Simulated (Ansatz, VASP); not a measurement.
**InSb3 in VASP and in Ansatz**

Contents of POSCAR:

```
InSb3
1.0
    0.0000000000      3.7432709431      3.7432709431
    3.7432709431      0.0000000000      3.7432709431
    3.7432709431      3.7432709431      0.0000000000
Sb In
3 1
Direct
    0.5000000000      0.5000000000      0.5000000000
    0.7500000000      0.7500000000      0.7500000000
    0.2500000000      0.2500000000      0.2500000000
    0.0000000000      0.0000000000      0.0000000000
```

The input INCAR.step1:

```
SYSTEM = InSb3
ALGO = Normal ; EDIFF = 1E-4
ENCUT = 520 ; GGA = PE
ISMEAR = -1 ; LASPH = .True.
LCHARG = .False. ; LREAL = .False.
LWAVE = .True. ; NBANDS = 22
NELM = 60 ; PREC = Accurate
SIGMA = 0.05
```

File INCAR.step2:

```
SYSTEM = InSb3
ALGO = Normal ; EDIFF = 1E-6
ENCUT = 520 ; ISIF = 2
ISMEAR = -1 ; ISTART = 1
LASPH = .True. ; LCHARG = .False.
LMIXTAU = .True. ; LREAL = .False.
LWAVE = .False. ; METAGGA = R2SCAN
NBANDS = 22 ; NELM = 60
PREC = Accurate ; SIGMA = 0.05
```

Contents of KPOINTS:

```
k-points
0
Gamma
  6 6 6
  0 0 0
```

input.yaml

```yaml
crystal:
  lattice:
    - [0.0, 3.7432709431, 3.7432709431]
    - [3.7432709431, 0.0, 3.7432709431]
    - [3.7432709431, 3.7432709431, 0.0]
  atoms:
    - { symbol: Sb, position: [0.5, 0.5, 0.5] }
    - { symbol: Sb, position: [0.75, 0.75, 0.75] }
    - { symbol: Sb, position: [0.25, 0.25, 0.25] }
    - { symbol: In, position: [0.0, 0.0, 0.0] }
hamiltonian:
  xc: r2scan
  pseudopotentials: { kind: paw }
kpoints:
  mp_grid: { grid: [6, 6, 6] }
scf:
  occupations: { method: fermi_dirac, width: 0.05 }
output:
  forces: true
  stress: true
  eigenvalues: true
```

Alike in both runs: task single point; functional r2SCAN; k mesh 6 × 6 × 6; occupations fermi-dirac, width 0.05 eV; no spin polarisation.

```csv
,VASP,Ansatz
version,VASP 6.6.1,Ansatz 0.2.0
potentials or method,"VASP PAW PBE potentials, release 64 (Sb, In_d)",Ansatz PAW
plane-wave cutoff (eV),520,500
valence electrons in the cell,28,58
```

```tsv
	VASP	Ansatz	Ansatz less VASP
gap on the k mesh at the Fermi level (eV)	none	none	-
pressure (GPa)	1.2	1.2	+0.03
```

VASP's potentials were made for PBE, not for r2SCAN. A gap of «none» marks a metal or a gap that the smearing closes. With one functional, cell and mesh, what is left measures potentials, basis and numerics. VASP's potentials hold 28 valence electrons a cell and Ansatz's 58, so a difference there can come from the potentials and not from the codes.

Neither program's run includes spin-orbit coupling.
